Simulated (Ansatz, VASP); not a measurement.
## Two plane-wave programs on Pd2Au

```
Pd Au
1.0
     3.87184    0.00000    0.00000
     0.00000    3.87184    0.00000
     0.00000    0.00000    6.87500
Pd Au
4 2
Cartesian
  0.0000 0.0000 0.0000
  1.9359 1.9359 0.0000
  0.0000 1.9359 2.0432
  1.9359 0.0000 4.8318
  0.0000 1.9359 4.7322
  1.9359 0.0000 2.1428
```

Alike in both runs: functional PBE; k mesh 10 × 10 × 6; occupations gaussian, width 0.1 eV; no spin polarisation.

Ansatz relaxed the structure, and its values are those at the end. VASP's run is a single point on that final structure, the one shown.

|  | VASP | Ansatz |
| --- | --- | --- |
| version | VASP 6.6.1 | Ansatz 0.2.0 |
| potentials or method | VASP PAW PBE potentials, release 64 (Pd, Au), cutoff 520 eV | scalar-relativistic, plane waves, PAW |
| valence electrons in the cell | 62 | 110 |

VASP gave:

```
gap on the k mesh at the Fermi level (eV) : none
pressure (GPa)                            : -0.2
```

Which values does Ansatz return?

gap on the k mesh at the Fermi level (eV): none; pressure (GPa): 0.0.

A gap of «none» marks a metal or a gap that the smearing closes. VASP's potentials hold 62 valence electrons a cell and Ansatz's 110, so a difference there can come from the potentials and not from the codes.

Neither program's run includes spin-orbit coupling.
